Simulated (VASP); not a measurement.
Input of a VASP 6.6.1 run:

Contents of INCAR:

```
ALGO = Normal ; EDIFF = 1E-6
ENCUT = 520 ; GGA = PE
ISIF = 2 ; ISMEAR = 0
ISPIN = 2 ; LASPH = True
LCHARG = False ; LMAXMIX = 4
LORBIT = 11 ; LREAL = False
LWAVE = False ; MAGMOM = 1 0 0 0 0 0 0 0 0 0
NBANDS = 44 ; NELM = 150
PREC = Accurate ; SIGMA = 0.1
```

KPOINTS

```
k-points
0
Gamma
  4 4 4
```

POSCAR

```
CuPdC4N4
1.0
    5.9086026500      0.0000000000      0.0000000000
    0.0000000000      5.9086026500      0.0000000000
    0.0000000000      0.0000000000      5.9086026500
Cu Pd C N
1 1 4 4
Direct
    0.0000000000      0.0000000000      0.0000000000
    0.5000000000      0.5000000000      0.5000000000
    0.1873167900      0.1873167900      0.1873167900
    0.1873167900      0.8126832100      0.8126832100
    0.8126832100      0.1873167900      0.8126832100
    0.8126832100      0.8126832100      0.1873167900
    0.3016415900      0.3016415900      0.3016415900
    0.3016415900      0.6983584100      0.6983584100
    0.6983584100      0.3016415900      0.6983584100
    0.6983584100      0.6983584100      0.3016415900
```

Potentials or basis: VASP PAW PBE potentials, release 64 (Cu, Pd, C, N).

Run with:

```bash
$ cat potpaw_PBE.64/Cu/POTCAR potpaw_PBE.64/Pd/POTCAR potpaw_PBE.64/C/POTCAR potpaw_PBE.64/N/POTCAR > POTCAR
$ mpirun -np 1 vasp_std > vasp.out
```

(1) Estimate the largest force.

(2) Estimate the pressure.

(3) What does it give for the band gap on the k mesh?

Results:

(1) 0.636 eV/Å.

(2) 2.2 GPa.

(3) 0.11 eV (least direct gap 0.23 eV).

Caveat: a cell with one magnetic atom can't hold antiferromagnetic order, which such compounds often take.
